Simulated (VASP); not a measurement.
Ca, 1 atom in the cell. Symmetry: I4/mmm, No. 139, tetragonal system. The conventional cell has a = 4.381 Å, b = 4.381 Å, c = 4.363 Å, α = 90.00°, β = 90.00°, γ = 90.00°. Within 5.0 Å of Ca (site symmetry 4/mmm) lie 14 Ca at 3.79 to 4.38 Å. This isn't the form of Ca at room conditions, which is fcc.

```yaml
Program: VASP 6.6.1
Task: single point
Functional: LDA
Potentials_or_basis: VASP PAW LDA potentials, release 64 (Ca_sv)
Cutoff: 520 eV
k_mesh: 9 × 9 × 9
Occupations: methfessel-paxton, width 0.05 eV
Spin: no spin polarisation
Dipole_correction: no
Further_INCAR_settings: ALGO = Fast; EDIFF = 1e-06; NBANDS = 11
```

Potentials or basis: VASP PAW LDA potentials, release 64 (Ca_sv).

Run with:

```bash
$ cat potpaw_LDA.64/Ca_sv/POTCAR > POTCAR
$ mpirun -np 1 vasp_std > vasp.out
```

Hardware: 1 thread of Intel(R) Xeon(R) 6975P-C (Granite Rapids) (shared host).

Task: How long does it take, and how much memory?

Result: Run time: 17 s on 1 thread of Intel(R) Xeon(R) 6975P-C (Granite Rapids), on a shared host, peak memory 0.15 GiB. Counts: scf iterations 13, k points 75.
